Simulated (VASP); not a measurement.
A run of VASP 6.6.1:

File INCAR:

```
ALGO = Fast
EDIFF = 1E-6
ENCUT = 520
GGA = PS
ISIF = 2
ISMEAR = 0
LASPH = T
LCHARG = F
LREAL = F
LWAVE = F
NBANDS = 20
NELM = 60
PREC = Accurate
SIGMA = 0.1
```

KPOINTS

```
k-points
0
Gamma
  16 16 12
```

The input POSCAR:

```
Ga
1.0
    1.3830000000     -4.0265000000      0.0000000000
    1.3830000000      4.0265000000      0.0000000000
   -0.1174500000      0.0000000000      3.3299300000
Ga
2
Direct
    0.8690000000      0.1310000000      0.2500000000
    0.1310000000      0.8690000000      0.7500000000
```

Potentials or basis: VASP PAW PBE potentials, release 64 (Ga_d).

Command:

```sh
$ cat potpaw_PBE.64/Ga_d/POTCAR > POTCAR
$ mpirun -np 1 vasp_std > vasp.out
```

Hardware: 1 thread of AMD EPYC 7R13 Processor (Zen 3) (shared host).

Q: Estimate the wall time of this run.

A: Wall time 9.9 min on 1 thread of AMD EPYC 7R13 Processor (Zen 3), on a shared host, peak memory 0.52 GiB. Counts: scf iterations 13, k points 826.
